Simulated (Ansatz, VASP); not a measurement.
# KNb3 in VASP and in Ansatz

```
K Nb
1.0
     4.37646    0.00000    0.00000
     0.00000    4.37646    0.00000
     0.00000    0.00000    4.37646
K Nb
1 3
Cartesian
  0.0000 0.0000 0.0000
  0.0000 2.1882 2.1882
  2.1882 0.0000 2.1882
  2.1882 2.1882 0.0000
```

Change from the starting cell: species swapped into the GdSn3 type (Pm-3m, No. 221).

Alike in both runs: functional PBE; k mesh 10 × 10 × 10; occupations gaussian, width 0.1 eV; no spin polarisation.

Ansatz relaxed the structure, and its values are those at the end. VASP's run is a single point on that final structure, the one shown.

|  | VASP | Ansatz |
| --- | --- | --- |
| version | VASP 6.6.1 | Ansatz 0.2.0 |
| potentials or method | VASP PAW PBE potentials, release 64 (K_sv, Nb_sv), cutoff 520 eV | scalar-relativistic, plane waves, PAW |
| valence electrons in the cell | 48 | 48 |

```csv
,VASP,Ansatz,Ansatz less VASP
gap on the k mesh at the Fermi level (eV),none,none,-
pressure (GPa),0.0,0.0,-0.05
```

A gap of «none» marks a metal or a gap that the smearing closes.
